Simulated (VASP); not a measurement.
A run of VASP 6.6.1 is set up as follows.

Contents of INCAR:

```
PREC = Accurate
ENCUT = 520
EDIFF = 1E-6
ISMEAR = -1
SIGMA = 0.05
LREAL = F
LASPH = T
NELM = 80
ALGO = Normal
ISIF = 2
LWAVE = F
LCHARG = F
GGA = PE
NBANDS = 14
```

File KPOINTS:

```
regular mesh
0
Gamma
  12 12 6
```

The input POSCAR:

```
Na
1.0
    3.1522829930      0.0000000000      0.0000000000
   -1.5761414965      2.7299571519      0.0000000000
    0.0000000000      0.0000000000      5.1704846812
Na
2
Direct
    0.3333333333      0.6666666667      0.2500000000
    0.6666666667      0.3333333333      0.7500000000
```

Potentials or basis: VASP PAW PBE potentials, release 64 (Na_pv).

The run is started by

```console
$ cat potpaw_PBE.64/Na_pv/POTCAR > POTCAR
$ mpirun -np 1 vasp_std > vasp.out
```

What does it give for the pressure?

10.1 GPa.

Estimate the band gap on the k mesh.

zero (bands 7 and 8 overlap by 5.80 eV).

Stress tensor (GPa, compression positive):
```
10.07  0.00  0.00
 0.00 10.07  0.00
 0.00  0.00 10.18
```

Caveat: the cell stands under pressure.
